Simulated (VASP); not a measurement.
# Ca (Fm-3m) in VASP: notebook

Ca is run at these levels: PBEsol; tasks: single point, relaxation of cell and atoms.

Program: VASP 6.6.1. These are calculated values, not measurements. Logs are shortened: lines on timing, memory, paths and dates and some standing lists are left out, and cuts for length are marked.

**1. The cell of the first run**

Symmetry: Fm-3m, No. 225, cubic system. Conventional cell: a = 5.456 Å, b = 5.456 Å, c = 5.456 Å, α = 90.00°, β = 90.00°, γ = 90.00°. Within 5.1 Å of Ca (site symmetry m-3m) lie 12 Ca at 3.86 Å.

**2. Single point, PBEsol (40.60 Å³/atom)**

The input, INCAR:

```
SYSTEM = Ca
ALGO = Normal ; EDIFF = 1E-7
ENCUT = 520 ; GGA = PS
ISIF = 2 ; ISMEAR = -1
LASPH = .True. ; LCHARG = .True.
LELF = .True. ; LREAL = .False.
LVHAR = .True. ; LWAVE = .False.
NBANDS = 11 ; NELM = 80
PREC = Accurate ; SIGMA = 0.05
```

The input, KPOINTS:

```
k-points
0
Gamma
  13 13 13
  0 0 0
```

The input, POSCAR:

```
Ca
1.0
    0.0000000000      2.7279895927      2.7279895927
    2.7279895927      0.0000000000      2.7279895927
    2.7279895927      2.7279895927      0.0000000000
Ca
1
Direct
    0.0000000000      0.0000000000      0.0000000000
```

Potentials or basis: VASP PAW PBE potentials, release 64 (Ca_sv).

On the command line:

```sh
$ cat potpaw_PBE.64/Ca_sv/POTCAR > POTCAR
$ mpirun -np 1 vasp_std > vasp.out
```

OUTCAR:

```text
SYSTEM = Ca
   EDIFF = 1E-7
   ENCUT = 520
   GGA = PS
   ISIF = 2
   ISMEAR = -1
   LASPH = .True.
   LREAL = .False.
   NELM = 80
   PREC = Accurate

 ion  position               nearest neighbor table
   1  0.000  0.000  0.000-

  LATTYP: Found a face centered cubic cell.
 ALAT       =     5.4559791854

  Lattice vectors:

 A1 = (   0.0000000000,   2.7279895927,   2.7279895927)
 A2 = (   2.7279895927,   0.0000000000,   2.7279895927)
 A3 = (   2.7279895927,   2.7279895927,   0.0000000000)

Analysis of symmetry for initial positions (statically):
=====================================================================
 Subroutine PRICEL returns:
 Original cell was already a primitive cell.

 Routine SETGRP: Setting up the symmetry group for a
 face centered cubic supercell.

 Subroutine GETGRP returns: Found 48 space group operations
 (whereof 48 operations were pure point group operations)
 out of a pool of 48 trial point group operations.

The static configuration has the point symmetry O_h .

Analysis of symmetry for dynamics (positions and initial velocities):
=====================================================================
 Subroutine PRICEL returns:
 Original cell was already a primitive cell.

 Routine SETGRP: Setting up the symmetry group for a
 face centered cubic supercell.

 Subroutine GETGRP returns: Found 48 space group operations
 (whereof 48 operations were pure point group operations)
 out of a pool of 48 trial point group operations.

The dynamic configuration has the point symmetry O_h .

 Subroutine INISYM returns: Found 48 space group operations
 (whereof 48 operations are pure point group operations),
 and found     1 'primitive' translations

----------------------------------------------------------------------------------------

                                     Primitive cell

  volume of cell :      40.6030

  direct lattice vectors                    reciprocal lattice vectors
     0.000000000  2.727989593  2.727989593    -0.183285157  0.183285157  0.183285157
     2.727989593  0.000000000  2.727989593     0.183285157 -0.183285157  0.183285157
     2.727989593  2.727989593  0.000000000     0.183285157  0.183285157 -0.183285157

  length of vectors
     3.857959880  3.857959880  3.857959880     0.317459204  0.317459204  0.317459204

  position of ions in fractional coordinates (direct lattice)
     0.000000000  0.000000000  0.000000000

  ion indices of the primitive-cell ions
   primitive index   ion index
                 1           1

----------------------------------------------------------------------------------------

 KPOINTS: k-points

Automatic generation of k-mesh.
 Grid dimensions read from file:
 generate k-points for:   13   13   13

 Generating k-lattice:

  Cartesian coordinates                     Fractional coordinates (reciprocal lattice)
    -0.014098858  0.014098858  0.014098858     0.076923077  0.000000000  0.000000000
     0.014098858 -0.014098858  0.014098858     0.000000000  0.076923077  0.000000000
     0.014098858  0.014098858 -0.014098858     0.000000000  0.000000000  0.076923077

  Length of vectors
     0.024419939  0.024419939  0.024419939

  Shift w.r.t. Gamma in fractional coordinates (k-lattice)
     0.000000000  0.000000000  0.000000000

 Subroutine IBZKPT returns following result:
 ===========================================

 Found     84 irreducible k-points:

 Following reciprocal coordinates:
            Coordinates               Weight
  0.000000  0.000000  0.000000      1.000000
  0.076923  0.000000  0.000000      8.000000
  0.153846  0.000000  0.000000      8.000000
  0.230769  0.000000  0.000000      8.000000
  0.307692  0.000000  0.000000      8.000000
  0.384615  0.000000  0.000000      8.000000
[... 16 lines left out ...]
  0.384615  0.153846  0.000000     24.000000
  0.461538  0.153846  0.000000     24.000000
 [... further k-points ...]
   k-points           NKPTS =     84   k-points in BZ     NKDIM =     84   number of bands    NBANDS=     11
   number of dos      NEDOS =    301   number of ions     NIONS =      1
   total plane-waves  NPLWV =  27000
   dimension x,y,z NGX =    30 NGY =   30 NGZ =   30
   dimension x,y,z NGXF=    60 NGYF=   60 NGZF=   60
   ions per type =               1
   NGX,Y,Z   is equivalent  to a cutoff of  12.93, 12.93, 12.93 a.u.
   NGXF,Y,Z  is equivalent  to a cutoff of  25.86, 25.86, 25.86 a.u.
 SYSTEM =  Ca
   PREC   = accura    normal or accurate (medium, high low for compatibility)
   ISTART =      0    job   : 0-new  1-cont  2-samecut
   ICHARG =      2    charge: 1-file 2-atom 10-const
   ISPIN  =      1    spin polarized calculation?
   LNONCOLLINEAR =      F non collinear calculations
   LSORBIT =      F    spin-orbit coupling
   LASPH  =      T    aspherical Exc in radial PAW
   ENCUT  =  520.0 eV  38.22 Ry    6.18 a.u.   7.17  7.17  7.17*2*pi/ulx,y,z
   NELM   =     80;   NELMIN=  2; NELMDL= -5     # of ELM steps
   EDIFF  = 0.1E-06   stopping-criterion for ELM
   LREAL  =      F    real-space projection
   EDIFFG = 0.1E-05   stopping-criterion for IOM
   NSW    =      0    number of steps for IOM
   IBRION =     -1    ionic relax: 0-MD 1-quasi-New 2-CG
   NFREE  =      0    steps in history (QN), initial steepest desc. (CG)
   ISIF   =      2    stress and relaxation
   ISYM   =      2    0-nonsym 1-usesym 2-fastsym
   POTIM  = 0.5000    time-step for ionic-motion
   TEBEG  =    0.0;   TEEND  =   0.0 temperature during run
   PSTRESS=    0.0 pullay stress
   NELECT =      10.0000    total number of electrons
   NUPDOWN=      -1.0000    fix difference up-down
   EMIN   =  10.00;   EMAX   =-10.00  energy-range for DOS
   EFERMI =   0.00;   METHOD = LEGACY
   ISMEAR =    -1;   SIGMA  =   0.05  broadening in eV -4-tet -1-fermi 0-gaus
   EFERMI_NEDOS =   21; number of points for ismear=-14 and -15
   IALGO  =     38    algorithm
   IMIX   =      4    mixing-type and parameters
     AMIX     =   0.40;   BMIX     =  1.00
     AMIX_MAG =   1.60;   BMIX_MAG =  1.00
  volume/ion in A,a.u.               =      40.60       274.00
  Fermi-wavevector in a.u.,A,eV,Ry     =   1.026177  1.939193 14.327458  1.053038
  Thomas-Fermi vector in A             =   2.160056
   LORBIT       =      0    0 simple, 1 ext, 2 COOP (PROOUT), +10 PAW based schemes
   GGA     = PS    functional components
   LHFCALC =     F    Hartree Fock is set to
   AEXX    =    0.0000 exact exchange contribution
   IVDW    =     0    specifies the selected vdW correction
   LEPSILON=     F    determine dielectric tensor
   LRPA    =     F    only Hartree local field effects (RPA)
 non-spin polarized calculation
  energy-cutoff  :      520.00
  volume of cell :       40.60
 maximum number of plane-waves:      1109
 NGX is ok and might be reduce to    30
   NGX = 15   NGY = 15   NGZ = 15

 number of electron      10.0000002 magnetization

 Free energy of the ion-electron system (eV)
  ---------------------------------------------------
  ext. energy  EPLUGINS =         0.00000000
  ---------------------------------------------------
  free energy    TOTEN  =        -2.13900003 eV

  energy without entropy =       -2.12724148  energy(sigma->0) =       -2.13312075

 E-fermi :   2.0448     XC(G=0):  -7.9337

 val. band max:        2.0111427385   @ k =  -0.3077   0.3846   0.0769
 cond. band min:       2.0449394162   @ k =   0.4615   0.0000   0.0000
 fundamental gap:      0.0337966777
 Fermi energy:         2.0447917463

 k-point     1 :       0.0000    0.0000    0.0000
  band No.  band energies     occupation
      1     -39.7097      2.00000
      2     -20.6964      2.00000
      3     -20.6964      2.00000
      4     -20.6964      2.00000
      5      -2.0594      2.00000
      6       4.4197      0.00000
      7       4.4197      0.00000
      8       4.4197      0.00000
      9       5.5489      0.00000
     10       5.5489      0.00000
     11      11.3388      0.00000

 k-point     2 :       0.0769    0.0000    0.0000
  band No.  band energies     occupation
      1     -39.7088      2.00000
      2     -20.7059      2.00000
      3     -20.6977      2.00000
      4     -20.6977      2.00000
      5      -1.9545      2.00000
      6       4.3052      0.00000
      7       4.4604      0.00000
      8       4.4604      0.00000
      9       5.5130      0.00000
     10       5.5130      0.00000
     11      11.4745      0.00000

 k-point     3 :       0.1538    0.0000    0.0000
  band No.  band energies     occupation
      1     -39.7061      2.00000
      2     -20.7320      2.00000
      3     -20.7012      2.00000
      4     -20.7012      2.00000
      5      -1.6465      2.00000
      6       4.0019      0.00000
      7       4.5475      0.00000
      8       4.5475      0.00000
      9       5.4557      0.00000
     10       5.4557      0.00000
     11      11.2139      0.00000

 k-point     4 :       0.2308    0.0000    0.0000
  band No.  band energies     occupation
      1     -39.7024      2.00000
      2     -20.7686      2.00000
      3     -20.7062      2.00000
      4     -20.7062      2.00000
      5      -1.1553      2.00000
      6       3.5861      0.00000
      7       4.5744      0.00000
      8       4.5744      0.00000
      9       5.5136      0.00000
     10       5.5136      0.00000
     11       9.9924      0.00000
[... 239 lines left out ...]
 k-point    22 :       0.3077    0.1538    0.0000
  band No.  band energies     occupation
      1     -39.6986      2.00000
      2     -20.7860      2.00000
      3     -20.7212      2.00000
      4     -20.7203      2.00000
      5      -0.6224      2.00000
      6       3.3156      0.00000
      7       4.2878      0.00000
      8       4.7780      0.00000
      9       5.2838      0.00000
     10       5.9318      0.00000
     11       9.7406      0.00000

 k-point    23 :       0.3846    0.1538    0.0000
  band No.  band energies     occupation
      1     -39.6952      2.00000
      2     -20.8161      2.00000
      3     -20.7282      2.00000
      4     -20.7254      2.00000
      5       0.0348      2.00000
      6       2.9167      0.00000
      7       4.0530      0.00000
      8       4.7075      0.00000
      9       5.6858      0.00000
     10       6.1548      0.00000
     11       8.5589      0.00000

 k-point    24 :       0.4615    0.1538    0.0000
  band No.  band energies     occupation
      1     -39.6926      2.00000
      2     -20.8380      2.00000
      3     -20.7361      2.00000
      4     -20.7270      2.00000
      5       0.7565      2.00000
      6       2.4331      0.00085
      7       3.9262      0.00000
      8       4.6142      0.00000
      9       6.1071      0.00000
     10       6.2985      0.00000
     11       7.6753      0.00000

 [... further k-points ...]

------------------------ aborting loop because EDIFF is reached ----------------------------------------

  FORCE on cell =-STRESS in cart. coord.  units (eV):
  Direction    XX          YY          ZZ          XY          YZ          ZX
  --------------------------------------------------------------------------------------
  -------------------------------------------------------------------------------------
  Total       -0.0004402     -0.0004402     -0.0004402      0.0000000     -0.0000000      0.0000000
  in kB       -0.0173683     -0.0173683     -0.0173683      0.0000000     -0.0000000      0.0000000
  external PRESSURE =      -0.0173683 kB  Pullay stress =       0.0000000 kB

 VOLUME and BASIS-vectors are now :
 -----------------------------------------------------------------------------
  energy-cutoff  :      520.00
  volume of cell :       40.60
      direct lattice vectors                 reciprocal lattice vectors
     0.000000000  2.727989593  2.727989593    -0.183285157  0.183285157  0.183285157
     2.727989593  0.000000000  2.727989593     0.183285157 -0.183285157  0.183285157
     2.727989593  2.727989593  0.000000000     0.183285157  0.183285157 -0.183285157

 POSITION                                       TOTAL-FORCE (eV/Angst)
 -----------------------------------------------------------------------------------
      0.00000      0.00000      0.00000         0.000000      0.000000      0.000000
 -----------------------------------------------------------------------------------
    total drift:                               -0.000000     -0.000000      0.000000

  FREE ENERGIE OF THE ION-ELECTRON SYSTEM (eV)
  ---------------------------------------------------
  free  energy   TOTEN  =        -2.1390000313 eV

  energy  without entropy=       -2.1272414758  energy(sigma->0) =       -2.13312075
```

Run time: 48 s. Hardware: 1 thread of Intel Xeon 8259CL, shared host; peak memory 0.19 GiB.

What came out:

```
Free energy            : -2.1390 eV
Pressure               : 0.0 GPa
Band gap on the k mesh : zero (bands 5 and 6 overlap by 0.20 eV)
```

Levels at points of the mesh, in eV from the Fermi level:
```csv
k point,band 2,band 3,band 4,band 5,band 6,band 7,band 8,band 9
"(0.00, 0.00, 0.00)",-22.74,-22.74,-22.74,-4.10,2.37,2.37,2.37,3.50
```

Caveat: the PAW data sets were made with another functional, which shifts forces and pressure a little.

**3. Relaxation of cell and atoms, PBEsol**

The input, INCAR:

```
PREC = Accurate
ENCUT = 600
EDIFF = 1E-6
ISMEAR = -1
SIGMA = 0.05
LREAL = F
LASPH = T
NELM = 80
ALGO = Normal
ISIF = 3
LWAVE = F
LCHARG = F
GGA = PS
IBRION = 2
NSW = 60
EDIFFG = -0.005
```

The input, KPOINTS:

```
regular mesh
0
Gamma
  13 13 13
```

POSCAR is that of step 2.

Potentials or basis: VASP PAW PBE potentials, release 64 (Ca_sv).

On the command line:

```sh
$ cat potpaw_PBE.64/Ca_sv/POTCAR > POTCAR
$ mpirun -np 1 vasp_std > vasp.out
```

Run time: 36 s. Hardware: 1 thread of Intel Xeon 8259CL, shared host; peak memory 0.19 GiB.

It converged, with:

```
Free energy             : -2.1391 eV
Pressure after relaxing : 0.0 GPa
Band gap on the k mesh  : zero (bands 5 and 6 overlap by 0.20 eV)
```

Final structure:
```cif
data_structure
_symmetry_space_group_name_H-M 'P 1'
_symmetry_Int_Tables_number 1
_cell_length_a 3.8580
_cell_length_b 3.8580
_cell_length_c 3.8580
_cell_angle_alpha 60.000
_cell_angle_beta 60.000
_cell_angle_gamma 60.000
_cell_volume 40.60
loop_
_atom_site_label
_atom_site_type_symbol
_atom_site_fract_x
_atom_site_fract_y
_atom_site_fract_z
_atom_site_occupancy
Ca1 Ca 0.00000 0.00000 0.00000 1
```

Levels at points of the mesh, in eV from the Fermi level:
```tsv
k point	band 2	band 3	band 4	band 5	band 6	band 7	band 8	band 9
(0.00, 0.00, 0.00)	-22.74	-22.74	-22.74	-4.10	2.37	2.37	2.37	3.50
```

Caveat: the relaxation stopped at its first step, so nothing moved; the PAW data sets were made with another functional, which shifts forces and pressure a little.
